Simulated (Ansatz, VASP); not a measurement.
Two plane-wave programs on CuO

INCAR

```
SYSTEM = CuO
ALGO = Normal
EDIFF = 1E-7
ENCUT = 520
GGA = PE
ISIF = 2
ISMEAR = 0
LASPH = .True.
LCHARG = .True.
LELF = .True.
LREAL = .False.
LVHAR = .True.
LWAVE = .False.
NBANDS = 25
NELM = 60
PREC = Accurate
SIGMA = 0.05
```

Contents of KPOINTS:

```
k-points
0
Gamma
  12 12 8
  0 0 0
```

Contents of POSCAR:

```
CuO
1.0
    2.0810493988     -2.0822846806      0.1631489771
    2.0810493988      2.0822846806      0.1631489771
   -0.4029988459      0.0000000000      5.1360284818
Cu O
2 2
Direct
    0.0000000000      0.5000000000      0.0000000000
    0.5000000000      0.0000000000      0.5000000000
    0.5000131488      0.4999868512      0.2500000000
    0.4999868512      0.5000131488      0.7500000000
```

Input for Ansatz:

```yaml
crystal:
  lattice:
    - [2.0810493988, -2.0822846806, 0.1631489771]
    - [2.0810493988, 2.0822846806, 0.1631489771]
    - [-0.4029988459, 0.0, 5.1360284818]
  atoms:
    - { symbol: Cu, position: [0.0, 0.5, 0.0] }
    - { symbol: Cu, position: [0.5, 0.0, 0.5] }
    - { symbol: O, position: [0.5000131488, 0.4999868512, 0.25] }
    - { symbol: O, position: [0.4999868512, 0.5000131488, 0.75] }
basis:
  ecutwfc: 420
  ecutrho_ratio: 4
kpoints:
  mp_grid: { grid: [12, 12, 8] }
  band_path:
    path:
      - [[0.0, 0.0, 0.0], [0.5, 0.5, -8.293e-05], [0.50123209, 0.49876791, -8.293e-05]]
      - [[0.49876791, -0.49876791, 0.0], [0.0, 0.0, 0.0], [0.0, 0.0, 0.5], [0.49876791, -0.49876791, 0.5]]
      - [[0.50123209, 0.49876791, 0.49991707], [0.5, 0.5, 0.49991707], [0.5, 0.5, -8.293e-05]]
      - [[0.0, 0.0, 0.0], [0.5, 0.0, -4.146e-05], [0.5, 0.0, 0.49995853], [0.0, 0.0, 0.5], [0.5, 0.5, 0.49991707]]
    npoints: 14
hamiltonian:
  xc: pbe
scf:
  occupations: { method: gaussian, width: 0.05 }
  n_extra_bands: 16
output:
  forces: true
  stress: true
  eigenvalues: true
  populations: true
  dos: { projected: true, de: 0.02, nscf_kmesh: { grid: [18, 18, 12] } }
  bader: true
```

Alike in both runs: task single point; functional PBE; k mesh 12 × 12 × 8; occupations gaussian, width 0.05 eV; no spin polarisation.

|  | VASP | Ansatz |
| --- | --- | --- |
| version | VASP 6.6.1 | Ansatz 0.2.0 |
| potentials or method | VASP PAW PBE potentials, release 64 (Cu, O), cutoff 520 eV | scalar-relativistic, plane waves, PAW |
| valence electrons in the cell | 34 | 50 |

Ansatz gave:

```
gap on the k mesh at the Fermi level (eV)                     : none
pressure (GPa)                                                : 0.0
traceless stress, the component that is largest in VASP (GPa) : 0.00
```

Question: Estimate VASP's values.

Answer: gap on the k mesh at the Fermi level (eV): none; pressure (GPa): 0.7; traceless stress, the component that is largest in VASP (GPa): 0.26.

A gap of «none» marks a metal or a gap that the smearing closes. VASP's potentials hold 34 valence electrons a cell and Ansatz's 50, so a difference there can come from the potentials and not from the codes.
